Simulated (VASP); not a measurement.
Here is a VASP 6.6.1 calculation.

INCAR

```
PREC = Accurate ; ENCUT = 520
EDIFF = 1E-7 ; ISMEAR = -1
SIGMA = 0.02 ; LREAL = False
LASPH = True ; NELM = 80
ALGO = Normal ; ISIF = 2
LWAVE = False ; LCHARG = False
GGA = PE ; NBANDS = 26
```

Contents of KPOINTS:

```
regular mesh
0
Gamma
  12 12 4
```

POSCAR

```
ZnS
1.0
    3.6912873310      0.0000000000      0.0000000000
   -1.8456436655      3.1967486013      0.0000000000
    0.0000000000      0.0000000000      6.3601713054
Zn S
2 2
Direct
    0.3333333333      0.6666666667      0.0051220677
    0.6666666667      0.3333333333      0.5051220677
    0.3333333333      0.6666666667      0.3698779323
    0.6666666667      0.3333333333      0.8698779323
```

Potentials or basis: VASP PAW PBE potentials, release 64 (Zn, S).

Run with:

```console
$ cat potpaw_PBE.64/Zn/POTCAR potpaw_PBE.64/S/POTCAR > POTCAR
$ mpirun -np 1 vasp_std > vasp.out
```

(1) Estimate the largest force.

(2) Predict the pressure.

Answers

(1) 0.017 eV/Å.

(2) 6.0 GPa.

Caveat: the cell differs from its parent crystal (epitaxial xy strain -3.0%); the cell stands under pressure.
